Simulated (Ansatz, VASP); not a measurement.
# KBr: VASP beside Ansatz

INCAR

```
SYSTEM = KBr
PREC = Accurate ; ENCUT = 520
EDIFF = 1E-6 ; ISMEAR = 0
SIGMA = 0.01 ; LREAL = .FALSE.
LASPH = .TRUE. ; NELM = 80
ALGO = Normal ; ISIF = 2
LWAVE = .FALSE. ; LCHARG = .FALSE.
GGA = PE ; NBANDS = 24
```

The input KPOINTS:

```
Automatic mesh
0
G
  6 6 4
  0 0 0
```

Contents of POSCAR:

```
KBr
1.0
    5.7292570897      0.0000000000      0.0000000000
   -2.8646285449      4.9616821845      0.0000000000
    0.0000000000      0.0000000000      6.7082252454
K Br
2 2
Direct
    0.3333333333      0.6666666667     -0.0624975190
    0.6666666667      0.3333333333      0.4375024810
    0.3333333333      0.6666666667      0.4374975190
    0.6666666667      0.3333333333      0.9374975190
```

Input for Ansatz:

```yaml
crystal:
  lattice:
    - [5.7292570897, 0.0, 0.0]
    - [-2.8646285449, 4.9616821845, 0.0]
    - [0.0, 0.0, 6.7082252454]
  atoms:
    - { symbol: K, position: [0.3333333333, 0.6666666667, -0.062497519] }
    - { symbol: K, position: [0.6666666667, 0.3333333333, 0.437502481] }
    - { symbol: Br, position: [0.3333333333, 0.6666666667, 0.437497519] }
    - { symbol: Br, position: [0.6666666667, 0.3333333333, 0.937497519] }
kpoints:
  mp_grid: { grid: [6, 6, 4] }
hamiltonian:
  xc: pbe
scf:
  occupations: { method: fixed }
  n_extra_bands: 5
output:
  forces: true
  stress: true
  eigenvalues: true
```

Alike in both runs: task single point; functional PBE; k mesh 6 × 6 × 4; no spin polarisation.

```csv
,VASP,Ansatz
version,VASP 6.6.1,Ansatz 0.2.0
potentials or method,"VASP PAW PBE potentials, release 64 (K_sv, Br)","plane waves, PAW"
plane-wave cutoff (eV),520,420
occupations,"gaussian, width 0.01 eV",fixed
valence electrons in the cell,32,32
```

|  | VASP | Ansatz | Ansatz less VASP |
| --- | --- | --- | --- |
| gap on the k mesh at the Fermi level (eV) | 4.09 | 4.09 | +0.001 |
| pressure (GPa) | -0.3 | -0.3 | -0.02 |

Ansatz's warnings: structure snapped to symmetry.
